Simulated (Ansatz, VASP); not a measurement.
Two plane-wave programs on Si

INCAR

```
SYSTEM = Si
ALGO = Normal
EDIFF = 1E-7
ENCUT = 520
GGA = PS
ISIF = 2
ISMEAR = 0
LASPH = .True.
LCHARG = .True.
LELF = .True.
LREAL = .False.
LVHAR = .True.
LWAVE = .False.
NBANDS = 16
NELM = 60
PREC = Accurate
SIGMA = 0.03
```

Contents of KPOINTS:

```
k-points
0
Gamma
  10 10 10
  0 0 0
```

Contents of POSCAR:

```
Si
1.0
   -4.0530692071      4.0530692071      1.9186812134
    4.0530692071     -4.0530692071      1.9186812134
    3.5879629047      3.5879629047     -1.9186812134
Si
4
Direct
    0.1787304307      0.1787304307      0.3574608614
    0.8212695693      0.8212695693      0.6425391386
    0.1787304307      0.8212695693      0.0000000000
    0.8212695693      0.1787304307      0.0000000000
```

Input for Ansatz:

```yaml
crystal:
  lattice:
    - [-4.0530692071, 4.0530692071, 1.9186812134]
    - [4.0530692071, -4.0530692071, 1.9186812134]
    - [3.5879629047, 3.5879629047, -1.9186812134]
  atoms:
    - { symbol: Si, position: [0.1787304307, 0.1787304307, 0.3574608614] }
    - { symbol: Si, position: [0.8212695693, 0.8212695693, 0.6425391386] }
    - { symbol: Si, position: [0.1787304307, 0.8212695693, 0.0] }
    - { symbol: Si, position: [0.8212695693, 0.1787304307, 0.0] }
basis:
  ecutwfc: 420
kpoints:
  mp_grid: { grid: [10, 10, 10] }
hamiltonian:
  xc: pbesol
  pseudopotentials: { kind: paw, azcp: { folder: soft_1 } }
scf:
  occupations: { method: gaussian, width: 0.03 }
output:
  forces: true
  stress: true
  eigenvalues: true
```

Change from the starting cell: engineering shear strain xy -0.1400, equal normal strain along x and y +0.1500.

Alike in both runs: task single point; functional PBEsol; k mesh 10 × 10 × 10; occupations gaussian, width 0.03 eV; no spin polarisation.

|  | VASP | Ansatz |
| --- | --- | --- |
| version | VASP 6.6.1 | Ansatz 0.2.0 |
| potentials or method | VASP PAW PBE potentials, release 64 (Si), cutoff 520 eV | scalar-relativistic, plane waves, PAW |
| valence electrons in the cell | 16 | 16 |

|  | VASP | Ansatz | Ansatz less VASP |
| --- | --- | --- | --- |
| gap on the k mesh at the Fermi level (eV) | none | none | - |
| pressure (GPa) | -11.6 | -11.6 | -0.05 |
| traceless stress, the component that is largest in VASP (GPa) | 7.96 | 7.92 | -0.042 |
| rms of the force components (eV/Å) | 0.268 | 0.264 | -0.0036 |

VASP's potentials were made for PBE, not for PBEsol, and Ansatz warns of the same on its side. Atom by atom the forces differ by 0.004 eV/Å (rms over components). A gap of «none» marks a metal or a gap that the smearing closes. The functional is the same, so the differences come from potentials, cutoffs and numerics.
